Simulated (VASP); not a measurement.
# ScB2P3 (P4mm) in VASP: a series of runs, part 2 of 3

VASP 6.6.1. The steps go on from the part before.

## Step 3: Single point, PBE

This run uses another cell than the first one, of 13.93 Å³/atom.

Contents of INCAR:

```
SYSTEM = ScB2P3
PREC = Accurate
ENCUT = 520
EDIFF = 1E-7
ISMEAR = 0
SIGMA = 0.1
LREAL = .False.
LASPH = .True.
NELM = 60
ALGO = Normal
ISIF = 2
LWAVE = .False.
LCHARG = .True.
GGA = PE
LELF = .True.
LVHAR = .True.
NBANDS = 25
```

Contents of KPOINTS:

```
Automatic mesh
0
Gamma
  6 6 4
  0 0 0
```

Contents of POSCAR:

```
ScB2P3
1.0
    3.4015787600      0.0000000000      0.0000000000
    0.0000000000      3.4015787600      0.0000000000
    0.0000000000      0.0000000000      7.2215050200
Sc B P
1 2 3
Direct
    0.0000000000      0.0000000000      0.6251500200
    0.5000000000      0.5000000000      0.7286009800
    0.0000000000      0.0000000000      0.2702390000
    0.5000000000      0.0000000000      0.9985610200
    0.0000000000      0.5000000000      0.9985610200
    0.5000000000      0.5000000000      0.3788870000
```

Potentials or basis: VASP PAW PBE potentials, release 64 (Sc_sv, B, P).

The run is started by

```console
> cat potpaw_PBE.64/Sc_sv/POTCAR potpaw_PBE.64/B/POTCAR potpaw_PBE.64/P/POTCAR > POTCAR
> mpirun -np 1 vasp_std > vasp.out
```

OUTCAR:

```text
SYSTEM = ScB2P3
   PREC = Accurate
   ENCUT = 520
   EDIFF = 1E-7
   ISMEAR = 0
   LREAL = .False.
   LASPH = .True.
   NELM = 60
   ISIF = 2
   GGA = PE

 ion  position               nearest neighbor table
   1  0.000  0.000  0.625-   2 2.52   2 2.52   2 2.52   2 2.52   3 2.56   6 2.99   6 2.99   6 2.99
                             6 2.99   4 3.19   5 3.19   4 3.19   5 3.19
   2  0.500  0.500  0.729-   1 2.52   1 2.52   1 2.52   1 2.52   6 2.53
   3  0.000  0.000  0.270-   6 2.53   6 2.53   6 2.53   6 2.53   1 2.56
   4  0.500  0.000  0.999-   5 2.41   5 2.41   5 2.41   5 2.41   1 3.19   1 3.19
   5  0.000  0.500  0.999-   4 2.41   4 2.41   4 2.41   4 2.41   1 3.19   1 3.19
   6  0.500  0.500  0.379-   2 2.53   3 2.53   3 2.53   3 2.53   3 2.53   1 2.99   1 2.99   1 2.99
                             1 2.99

  LATTYP: Found a simple tetragonal cell.
 ALAT       =     3.4015787600
 C/A-ratio  =     2.1229862748

  Lattice vectors:

 A1 = (   3.4015787600,   0.0000000000,   0.0000000000)
 A2 = (   0.0000000000,   3.4015787600,   0.0000000000)
 A3 = (   0.0000000000,   0.0000000000,   7.2215050200)

[... 185 lines left out ...]
 val. band max:        7.2172096803   @ k =   0.0000   0.0000   0.2500
 cond. band min:       7.2332253260   @ k =   0.1667   0.0000   0.5000
 fundamental gap:      0.0160156457
 Fermi energy:         7.2247462470

 k-point     1 :       0.0000    0.0000    0.0000
  band No.  band energies     occupation
      1     -41.8492      2.00000
      2     -20.5930      2.00000
      3     -20.3977      2.00000
      4     -20.3977      2.00000
      5      -8.4415      2.00000
      6      -4.7106      2.00000
[... 661 lines left out ...]
     24      10.9176      0.00000
     25      11.1722      0.00000

 [... further k-points ...]

------------------------ aborting loop because EDIFF is reached ----------------------------------------

  FORCE on cell =-STRESS in cart. coord.  units (eV):
  Direction    XX          YY          ZZ          XY          YZ          ZX
  --------------------------------------------------------------------------------------
  -------------------------------------------------------------------------------------
  Total       -4.0011080     -4.0011080     -6.8458011      0.0000000      0.0000000      0.0000000
  in kB      -76.7188479    -76.7188479   -131.2641355      0.0000000      0.0000000      0.0000000
  external PRESSURE =     -94.9006105 kB  Pullay stress =       0.0000000 kB

 VOLUME and BASIS-vectors are now :
 -----------------------------------------------------------------------------
  energy-cutoff  :      520.00
  volume of cell :       83.56
      direct lattice vectors                 reciprocal lattice vectors
     3.401578760  0.000000000  0.000000000     0.293981140  0.000000000  0.000000000
     0.000000000  3.401578760  0.000000000     0.000000000  0.293981140  0.000000000
     0.000000000  0.000000000  7.221505020     0.000000000  0.000000000  0.138475290

 POSITION                                       TOTAL-FORCE (eV/Angst)
 -----------------------------------------------------------------------------------
      0.00000      0.00000      4.51452         0.000000      0.000000      0.551797
      1.70079      1.70079      5.26160         0.000000      0.000000     -1.139925
      0.00000      0.00000      1.95153         0.000000      0.000000      0.794006
      1.70079      0.00000      7.21111         0.000000      0.000000     -0.477576
      0.00000      1.70079      7.21111        -0.000000      0.000000     -0.477576
      1.70079      1.70079      2.73613         0.000000     -0.000000      0.749274
 -----------------------------------------------------------------------------------
    total drift:                               -0.000000     -0.000000     -0.000268

  FREE ENERGIE OF THE ION-ELECTRON SYSTEM (eV)
  ---------------------------------------------------
  free  energy   TOTEN  =       -32.1646204423 eV

  energy  without entropy=      -32.1548081999  energy(sigma->0) =      -32.15971432
```

OSZICAR:

```text
N       E                     dE             d eps       ncg     rms          rms(c)
DAV:   1     0.244548418769E+03    0.24455E+03   -0.14057E+04  1508   0.121E+03
DAV:   2    -0.128487789286E+02   -0.25740E+03   -0.24482E+03  1516   0.345E+02
DAV:   3    -0.335526742430E+02   -0.20704E+02   -0.19223E+02  2303   0.849E+01
DAV:   4    -0.343526294142E+02   -0.79996E+00   -0.78365E+00  2272   0.176E+01
DAV:   5    -0.343664072099E+02   -0.13778E-01   -0.13744E-01  2096   0.220E+00    0.123E+01
DAV:   6    -0.322702210836E+02    0.20962E+01   -0.98795E+00  2359   0.201E+01    0.573E+00
DAV:   7    -0.322394662372E+02    0.30755E-01   -0.12525E+00  2280   0.799E+00    0.360E+00
DAV:   8    -0.321725888726E+02    0.66877E-01   -0.27766E-01  2422   0.474E+00    0.203E+00
DAV:   9    -0.321651707700E+02    0.74181E-02   -0.46595E-02  2279   0.179E+00    0.252E-01
DAV:  10    -0.321645927604E+02    0.57801E-03   -0.31197E-03  1960   0.363E-01    0.146E-01
DAV:  11    -0.321646261386E+02   -0.33378E-04   -0.10679E-03  2176   0.181E-01    0.598E-02
DAV:  12    -0.321646195821E+02    0.65565E-05   -0.16432E-04  2224   0.828E-02    0.236E-02
DAV:  13    -0.321646203897E+02   -0.80758E-06   -0.16756E-05  2312   0.342E-02    0.842E-03
DAV:  14    -0.321646204601E+02   -0.70413E-07   -0.28909E-06  2328   0.121E-02    0.270E-03
DAV:  15    -0.321646204423E+02    0.17799E-07   -0.43435E-07  2032   0.502E-03
   1 F= -.32164620E+02 E0= -.32159714E+02  d E =-.981224E-02
```

stdout:

```text
POSCAR found type information on POSCAR ScB P
 POSCAR found :  3 types and       6 ions
 scaLAPACK will be used
 LDA part: xc-table for (Slater+PW92), standard interpolation
 POSCAR, INCAR and KPOINTS ok, starting setup
 FFT: planning ... GRIDC
 FFT: planning ... GRID_SOFT
 FFT: planning ... GRID
 WAVECAR not read
 entering main loop
```

Wall time 96 s (1 thread of Oxide Virtual Turin-like, shared host); peak memory 0.19 GiB.

What came out:

```yaml
Free_energy: -32.1646 eV
Pressure: -9.5 GPa
Largest_force: 1.140 eV/Å
Band_gap_on_the_k_mesh: zero (bands 16 and 17 overlap by 1.35 eV)
```

Forces in eV/Å, atoms in the order of the input:
```
Sc   0.000  0.000  0.552
B    0.000  0.000 -1.140
B    0.000  0.000  0.794
P    0.000  0.000 -0.478
P    0.000  0.000 -0.478
P    0.000  0.000  0.749
```

Caveat: the stress differs along the axes, from -13 to -8 GPa; forces of over 1 eV/Å act on the atoms, so gaps and moduli don't describe the material at rest.

## Step 4: Single point, PBE

Contents of INCAR:

```
PREC = Accurate
ENCUT = 520
EDIFF = 1E-6
ISMEAR = 0
SIGMA = 0.1
LREAL = False
LASPH = True
NELM = 60
ALGO = Fast
ISIF = 2
LWAVE = False
LCHARG = False
GGA = PE
NBANDS = 25
```

Contents of KPOINTS:

```
Automatic mesh
0
Gamma
  12 12 6
```

Contents of POSCAR:

```
ScB2P3
1.0
    3.3765218389      0.0000000000      0.0000000000
    0.0000000000      3.3765218389      0.0000000000
    0.0000000000      0.0000000000      6.6881174867
Sc B P
1 2 3
Direct
    0.0000000000      0.0000000000      0.6513249039
    0.5000000000      0.5000000000      0.6789026753
    0.0000000000      0.0000000000      0.2781200335
    0.5000000000      0.0000000000      0.9949230430
    0.0000000000      0.5000000000      0.9949230430
    0.5000000000      0.5000000000      0.4018053413
```

Potentials or basis: VASP PAW PBE potentials, release 64 (Sc_sv, B, P).

The run is started by

```console
> cat potpaw_PBE.64/Sc_sv/POTCAR potpaw_PBE.64/B/POTCAR potpaw_PBE.64/P/POTCAR > POTCAR
> mpirun -np 1 vasp_std > vasp.out
```

OUTCAR:

```text
PREC = Accurate
   ENCUT = 520
   EDIFF = 1E-6
   ISMEAR = 0
   LREAL = False
   LASPH = True
   NELM = 60
   ISIF = 2
   GGA = PE

 ion  position               nearest neighbor table
   1  0.000  0.000  0.651-   2 2.39   2 2.39   2 2.39   2 2.39   3 2.50   5 2.85   5 2.85   4 2.85
                             4 2.85   6 2.91   6 2.91   6 2.91   6 2.91
   2  0.500  0.500  0.679-   6 1.85   1 2.39   1 2.39   1 2.39   1 2.39
   3  0.000  0.000  0.278-   1 2.50   6 2.53   6 2.53   6 2.53   6 2.53   5 2.54   4 2.54   4 2.54
                             5 2.54
   4  0.500  0.000  0.995-   5 2.39   5 2.39   5 2.39   5 2.39   3 2.54   3 2.54   1 2.85   1 2.85

   5  0.000  0.500  0.995-   4 2.39   4 2.39   4 2.39   4 2.39   3 2.54   3 2.54   1 2.85   1 2.85

   6  0.500  0.500  0.402-   2 1.85   3 2.53   3 2.53   3 2.53   3 2.53   1 2.91   1 2.91   1 2.91
                             1 2.91

  LATTYP: Found a simple tetragonal cell.
 ALAT       =     3.3765218389
 C/A-ratio  =     1.9807712806

  Lattice vectors:

 A1 = (   3.3765218389,   0.0000000000,   0.0000000000)
 A2 = (   0.0000000000,   3.3765218389,   0.0000000000)
 A3 = (   0.0000000000,   0.0000000000,   6.6881174867)

Analysis of symmetry for initial positions (statically):
=====================================================================
 Subroutine PRICEL returns:
 Original cell was already a primitive cell.

 Routine SETGRP: Setting up the symmetry group for a
 simple tetragonal supercell.

 Subroutine GETGRP returns: Found  8 space group operations
 (whereof  8 operations were pure point group operations)
 out of a pool of 16 trial point group operations.

The static configuration has the point symmetry C_4v.

Analysis of symmetry for dynamics (positions and initial velocities):
=====================================================================
 Subroutine PRICEL returns:
 Original cell was already a primitive cell.

 Routine SETGRP: Setting up the symmetry group for a
 simple tetragonal supercell.

 Subroutine GETGRP returns: Found  8 space group operations
 (whereof  8 operations were pure point group operations)
 out of a pool of 16 trial point group operations.

The dynamic configuration has the point symmetry C_4v.

 Subroutine INISYM returns: Found  8 space group operations
 (whereof  8 operations are pure point group operations),
 and found     1 'primitive' translations

----------------------------------------------------------------------------------------

                                     Primitive cell

  volume of cell :      76.2506

  direct lattice vectors                    reciprocal lattice vectors
     3.376521839  0.000000000  0.000000000     0.296162752  0.000000000  0.000000000
     0.000000000  3.376521839  0.000000000     0.000000000  0.296162752  0.000000000
     0.000000000  0.000000000  6.688117487     0.000000000  0.000000000  0.149518905

  length of vectors
     3.376521839  3.376521839  6.688117487     0.296162752  0.296162752  0.149518905

  position of ions in fractional coordinates (direct lattice)
     0.000000000  0.000000000  0.651324904
     0.500000000  0.500000000  0.678902675
     0.000000000  0.000000000  0.278120034
     0.500000000  0.000000000  0.994923043
     0.000000000  0.500000000  0.994923043
     0.500000000  0.500000000  0.401805341

  ion indices of the primitive-cell ions
   primitive index   ion index
                 1           1
                 2           2
                 3           3
[... 55 lines left out ...]
  0.416667  0.333333  0.000000      8.000000
 [... further k-points ...]
   k-points           NKPTS =    112   k-points in BZ     NKDIM =    112   number of bands    NBANDS=     25
   number of dos      NEDOS =    301   number of ions     NIONS =      6
   total plane-waves  NPLWV =  39200
   dimension x,y,z NGX =    28 NGY =   28 NGZ =   50
   dimension x,y,z NGXF=    56 NGYF=   56 NGZF=  100
   ions per type =               1   2   3
   NGX,Y,Z   is equivalent  to a cutoff of  13.79, 13.79, 12.43 a.u.
   NGXF,Y,Z  is equivalent  to a cutoff of  27.57, 27.57, 24.86 a.u.
 SYSTEM =  unknown system
   PREC   = accura    normal or accurate (medium, high low for compatibility)
   ISTART =      0    job   : 0-new  1-cont  2-samecut
   ICHARG =      2    charge: 1-file 2-atom 10-const
   ISPIN  =      1    spin polarized calculation?
   LNONCOLLINEAR =      F non collinear calculations
   LSORBIT =      F    spin-orbit coupling
   LASPH  =      T    aspherical Exc in radial PAW
   ENCUT  =  520.0 eV  38.22 Ry    6.18 a.u.   6.28  6.28 12.44*2*pi/ulx,y,z
   NELM   =     60;   NELMIN=  2; NELMDL= -5     # of ELM steps
   EDIFF  = 0.1E-05   stopping-criterion for ELM
   LREAL  =      F    real-space projection
   EDIFFG = 0.1E-04   stopping-criterion for IOM
   NSW    =      0    number of steps for IOM
   IBRION =     -1    ionic relax: 0-MD 1-quasi-New 2-CG
   NFREE  =      0    steps in history (QN), initial steepest desc. (CG)
   ISIF   =      2    stress and relaxation
   ISYM   =      2    0-nonsym 1-usesym 2-fastsym
   POTIM  = 0.5000    time-step for ionic-motion
   TEBEG  =    0.0;   TEEND  =   0.0 temperature during run
   PSTRESS=    0.0 pullay stress
   NELECT =      32.0000    total number of electrons
   NUPDOWN=      -1.0000    fix difference up-down
   EMIN   =  10.00;   EMAX   =-10.00  energy-range for DOS
   EFERMI =   0.00;   METHOD = LEGACY
   ISMEAR =     0;   SIGMA  =   0.10  broadening in eV -4-tet -1-fermi 0-gaus
   EFERMI_NEDOS =   21; number of points for ismear=-14 and -15
   IALGO  =     68    algorithm
   IMIX   =      4    mixing-type and parameters
     AMIX     =   0.40;   BMIX     =  1.00
     AMIX_MAG =   1.60;   BMIX_MAG =  1.00
  volume/ion in A,a.u.               =      12.71        85.76
  Fermi-wavevector in a.u.,A,eV,Ry     =   1.225680  2.316200 20.439921  1.502292
  Thomas-Fermi vector in A             =   2.360709
   LORBIT       =      0    0 simple, 1 ext, 2 COOP (PROOUT), +10 PAW based schemes
   GGA     = PE    functional components
   LHFCALC =     F    Hartree Fock is set to
   AEXX    =    0.0000 exact exchange contribution
   IVDW    =     0    specifies the selected vdW correction
   LEPSILON=     F    determine dielectric tensor
   LRPA    =     F    only Hartree local field effects (RPA)
 non-spin polarized calculation
 RMM-DIIS sequential band-by-band and
 Gauss-broadening in eV      SIGMA  =   0.10
  energy-cutoff  :      520.00
  volume of cell :       76.25
 maximum number of plane-waves:      2088
 NGX is ok and might be reduce to    28
   NGX = 13   NGY = 13   NGZ = 25

 number of electron      32.0000006 magnetization

 Free energy of the ion-electron system (eV)
  ---------------------------------------------------
  ext. energy  EPLUGINS =         0.00000000
  ---------------------------------------------------
  free energy    TOTEN  =       -33.26968583 eV

  energy without entropy =      -33.25954818  energy(sigma->0) =      -33.26461700

 E-fermi :   8.0065     XC(G=0): -11.4822

 val. band max:        7.9988554444   @ k =   0.5000   0.4167   0.3333
 cond. band min:       8.0182434047   @ k =   0.3333   0.2500   0.0000
 fundamental gap:      0.0193879602
 Fermi energy:         8.0065187057

 k-point     1 :       0.0000    0.0000    0.0000
  band No.  band energies     occupation
      1     -40.5180      2.00000
      2     -19.3122      2.00000
      3     -19.1323      2.00000
      4     -19.1323      2.00000
      5      -7.6834      2.00000
      6      -4.5700      2.00000
[... 661 lines left out ...]
     24      13.3545      0.00000
     25      13.9398      0.00000

 [... further k-points ...]

------------------------ aborting loop because EDIFF is reached ----------------------------------------

  FORCE on cell =-STRESS in cart. coord.  units (eV):
  Direction    XX          YY          ZZ          XY          YZ          ZX
  --------------------------------------------------------------------------------------
  -------------------------------------------------------------------------------------
  Total        0.0103850      0.0103850      0.0090108      0.0000000      0.0000000      0.0000000
  in kB        0.2182093      0.2182093      0.1893348      0.0000000      0.0000000      0.0000000
  external PRESSURE =       0.2085845 kB  Pullay stress =       0.0000000 kB

 VOLUME and BASIS-vectors are now :
 -----------------------------------------------------------------------------
  energy-cutoff  :      520.00
  volume of cell :       76.25
      direct lattice vectors                 reciprocal lattice vectors
     3.376521839  0.000000000  0.000000000     0.296162752  0.000000000  0.000000000
     0.000000000  3.376521839  0.000000000     0.000000000  0.296162752  0.000000000
     0.000000000  0.000000000  6.688117487     0.000000000  0.000000000  0.149518905

 POSITION                                       TOTAL-FORCE (eV/Angst)
 -----------------------------------------------------------------------------------
      0.00000      0.00000      4.35614         0.000000     -0.000000      0.004662
      1.68826      1.68826      4.54058        -0.000000     -0.000000     -0.008871
      0.00000      0.00000      1.86010        -0.000000     -0.000000     -0.007726
      1.68826      0.00000      6.65416         0.000000     -0.000000      0.005271
      0.00000      1.68826      6.65416        -0.000000     -0.000000      0.005271
      1.68826      1.68826      2.68732        -0.000000      0.000000      0.001395
 -----------------------------------------------------------------------------------
    total drift:                                0.000000      0.000000      0.000335

  FREE ENERGIE OF THE ION-ELECTRON SYSTEM (eV)
  ---------------------------------------------------
  free  energy   TOTEN  =       -33.2696858272 eV

  energy  without entropy=      -33.2595481785  energy(sigma->0) =      -33.26461700
```

stdout:

```text
POSCAR found type information on POSCAR ScB P
 POSCAR found :  3 types and       6 ions
 scaLAPACK will be used
 LDA part: xc-table for (Slater+PW92), standard interpolation
 POSCAR, INCAR and KPOINTS ok, starting setup
 FFT: planning ... GRIDC
 FFT: planning ... GRID_SOFT
 FFT: planning ... GRID
 WAVECAR not read
 entering main loop
```

Wall time 7.2 min (1 thread of Oxide Virtual Turin-like, shared host); peak memory 0.3 GiB.

What came out:

- Free energy: -33.2697 eV
- Pressure: 0.0 GPa
- Largest force: 0.009 eV/Å
- Band gap on the k mesh: zero (bands 16 and 17 overlap by 1.66 eV)

Forces on the atoms (eV/Å):
```
Sc   0.000  0.000  0.005
B    0.000  0.000 -0.009
B    0.000  0.000 -0.008
P    0.000  0.000  0.005
P    0.000  0.000  0.005
P    0.000  0.000  0.001
```

(Continued in part 3 of 3.)

The gap in the log of VASP goes by the Fermi energy; the results here count the filled bands.